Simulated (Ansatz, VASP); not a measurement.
## Sn in VASP and in Ansatz

```
CELL_PARAMETERS angstrom
0.00000 3.39312 3.39312
3.39312 0.00000 3.39312
3.39312 3.39312 0.00000
ATOMIC_POSITIONS crystal
Sn 0.00000 0.00000 0.00000
Sn 0.25000 0.25000 0.25000
```

Change from the starting cell: volume scaled by 1.06.

Alike in both runs: task single point; functional PBE; k mesh 9 × 9 × 9; occupations fermi-dirac, width 0.05 eV; no spin polarisation.

|  | VASP | Ansatz |
| --- | --- | --- |
| version | VASP 6.6.1 | Ansatz 0.2.0 |
| potentials or method | VASP PAW PBE potentials, release 64 (Sn_d), cutoff 520 eV | all-electron LAPW, scalar-relativistic |

|  | VASP | Ansatz | Ansatz less VASP |
| --- | --- | --- | --- |
| pressure (GPa) | -1.8 | -1.8 | +0.04 |

Ansatz ran all-electron here, and VASP with PAW potentials.
